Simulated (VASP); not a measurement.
Here is a VASP 6.6.1 calculation.

File INCAR:

```
ALGO = Normal
EDIFF = 1E-6
ENCUT = 520
GGA = PE
ISIF = 2
ISMEAR = 0
LASPH = True
LCHARG = False
LREAL = False
LWAVE = False
NBANDS = 28
NELM = 80
PREC = Accurate
SIGMA = 0.01
```

File KPOINTS:

```
k-points
0
Gamma
  8 4 6
```

File POSCAR:

```
SnO
1.0
    3.3031148417      0.0000000000      0.0000000000
    0.0000000000      5.7577050573      0.0000000000
    0.0000000000      0.0000000000      4.0008070726
Sn O
2 2
Direct
    0.0000000000      0.2294420242      0.5172649377
    0.5000000000      0.7705579758      0.0172649377
    0.0000000000      0.8935339404      0.7327360623
    0.5000000000      0.1064660596      0.2327360623
```

Potentials or basis: VASP PAW PBE potentials, release 64 (Sn_d, O).

Command:

```sh
$ cat potpaw_PBE.64/Sn_d/POTCAR potpaw_PBE.64/O/POTCAR > POTCAR
$ mpirun -np 1 vasp_std > vasp.out
```

Task: Estimate the largest force.

Result: 0.622 eV/Å.

Task: What does it give for the pressure?

Result: 4.8 GPa.

Forces on the atoms (eV/Å):
```
Sn   0.000  0.588  0.203
Sn   0.000 -0.588  0.203
O    0.000 -0.128 -0.203
O    0.000  0.128 -0.203
```

Caveat: the cell stands under pressure.
